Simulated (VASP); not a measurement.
A run of VASP 6.6.1:

INCAR

```
SYSTEM = Ni
ALGO = Fast
EDIFF = 1E-6
ENCUT = 520
GGA = PS
ISIF = 2
ISMEAR = 1
ISPIN = 2
LASPH = .TRUE.
LCHARG = .FALSE.
LMAXMIX = 4
LORBIT = 11
LREAL = .FALSE.
LWAVE = .FALSE.
MAGMOM = 1
NBANDS = 15
NELM = 150
PREC = Accurate
SIGMA = 0.1
```

KPOINTS

```
k-points
0
G
  9 9 9
  0 0 0
```

File POSCAR:

```
Ni
1.0
    0.0165500000      1.7572510000      1.7682390000
    1.7191180000      0.0163320000      1.7684570000
    1.7144740000      1.7528250000      0.0209760000
Ni
1
Direct
    0.0065090000      0.0114400000     -0.0328950000
```

Potentials or basis: VASP PAW PBE potentials, release 64 (Ni).

Command:

```sh
$ cat potpaw_PBE.64/Ni/POTCAR > POTCAR
$ mpirun -np 1 vasp_std > vasp.out
```

Hardware: 1 thread of Intel(R) Xeon(R) Platinum 8559C (Emerald Rapids) (shared host).

Estimate the wall time of this run.

It took 70 s on 1 thread of Intel(R) Xeon(R) Platinum 8559C (Emerald Rapids), on a shared host, peak memory 0.19 GiB. Counts: scf iterations 13, k points 365.
